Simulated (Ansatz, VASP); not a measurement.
# Two plane-wave programs on Sn4As

```xyz
5
Lattice="-3.3751 3.3751 3.3751 3.3751 -3.3751 3.3751 3.3751 3.3751 -3.3751" Properties=species:S:1:pos:R:3 pbc="T T T"
Sn    1.6876    1.6876   -1.6876
Sn   -1.6876    1.6876    1.6876
Sn    1.6876    1.6876    1.6876
Sn    1.6876   -1.6876    1.6876
As    0.0000    0.0000    0.0000
```

Change from the starting cell: species swapped into the NiHg4 type (Im-3m, No. 229).

Alike in both runs: functional PBE; k mesh 4 × 4 × 4; occupations gaussian, width 0.1 eV; no spin polarisation.

Ansatz relaxed the structure, and its values are those at the end. VASP's run is a single point on that final structure, the one shown.

|  | VASP | Ansatz |
| --- | --- | --- |
| version | VASP 6.6.1 | Ansatz 0.2.0 |
| potentials or method | VASP PAW PBE potentials, release 64 (Sn_d, As), cutoff 520 eV | scalar-relativistic, plane waves, PAW |
| valence electrons in the cell | 61 | 71 |

|  | VASP | Ansatz | Ansatz less VASP |
| --- | --- | --- | --- |
| gap on the k mesh at the Fermi level (eV) | none | none | - |
| pressure (GPa) | 0.3 | 0.3 | +0.02 |

A gap of «none» marks a metal or a gap that the smearing closes. With one functional, cell and mesh, what is left measures potentials, basis and numerics. VASP's potentials hold 61 valence electrons a cell and Ansatz's 71, so a difference there can come from the potentials and not from the codes.
